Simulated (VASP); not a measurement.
LuSc, 2 atoms in the cell. The typed cell holds 2 atoms: a = 5.303 Å, b = 3.417 Å, c = 3.417 Å, α = 60.03°, β = 90.00°, γ = 90.00°. The cell was built from a structure type or drawn by symmetry, and may not be a known phase.

- Program: VASP 6.6.1
- Task: single point
- Functional: PBE
- Potentials or basis: VASP PAW PBE potentials, release 64 (Lu, Sc_sv)
- Cutoff: 520 eV
- k mesh: 4 × 7 × 7
- Occupations: gaussian, width 0.2 eV
- Spin: no spin polarisation
- Dipole correction: no
- Further INCAR settings: ALGO = Normal; EDIFF = 1e-06; NBANDS = 25

Potentials or basis: VASP PAW PBE potentials, release 64 (Lu, Sc_sv).

Command:

```sh
$ cat potpaw_PBE.64/Lu/POTCAR potpaw_PBE.64/Sc_sv/POTCAR > POTCAR
$ mpirun -np 1 vasp_std > vasp.out
```

Hardware: 1 thread of Oxide Virtual Turin-like Processor, on a shared host.

**Question.** How long does it take, and how much memory?

**Answer.** Wall time 2.2 min on 1 thread of Oxide Virtual Turin-like Processor (shared host), peak memory 0.19 GiB. Counts: scf iterations 13, k points 48.
